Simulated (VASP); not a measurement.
Runs of VASP 6.6.1 on HfC. The structure is that of space group I4/mmm (No. 139), or close to it. The cells are those of the table. 

| cell | gap on the mesh (eV) | pressure (GPa) |
| --- | --- | --- |
| a = 3.456, b = 3.288 Å, angles 61.6, 56.8, 61.6°, 2 atoms | none | -21.3 |
| a = 3.128, b = 3.288 Å, angles 58.3, 63.4, 58.3°, 2 atoms | none | (a) |
| a = 3.167, b = 3.288 Å, angles 58.7, 62.5, 58.7°, 2 atoms | none | 17.0 |
| a = 3.435, b = 3.288 Å, angles 61.4, 57.2, 61.4°, 2 atoms | none | (b) |
| a = 3.207, b = 3.288 Å, angles 59.2, 61.7, 59.2°, 2 atoms | none | 7.2 |

Alike in all rows: task single point; level PBEsol; potentials or basis VASP PAW PBE potentials, release 64 (Hf_pv, C); no spin polarisation; k mesh 18 × 18 × 18; cutoff (eV) 520; smearing gaussian 0.15 eV.

Fill in the values left out.

(a) 28.9; (b) -20.2.

Caveats: the PAW data sets were made with another functional, which shifts forces and pressure a little; spin-orbit coupling is left out, which moves the levels of the heavy elements; the stress differs along the axes, from -34 to -15 GPa (at least some runs); the stress differs along the axes, from 4 to 78 GPa (at least some runs); the stress differs along the axes, from 1 to 48 GPa (at least some runs); the stress differs along the axes, from -33 to -14 GPa (at least some runs); the stress differs along the axes, from -2 to 25 GPa (at least some runs).

A k mesh can miss the band edges, and the runs leave out spin-orbit coupling on Hf.

A gap of «none» marks levels without a gap at the run's occupations.
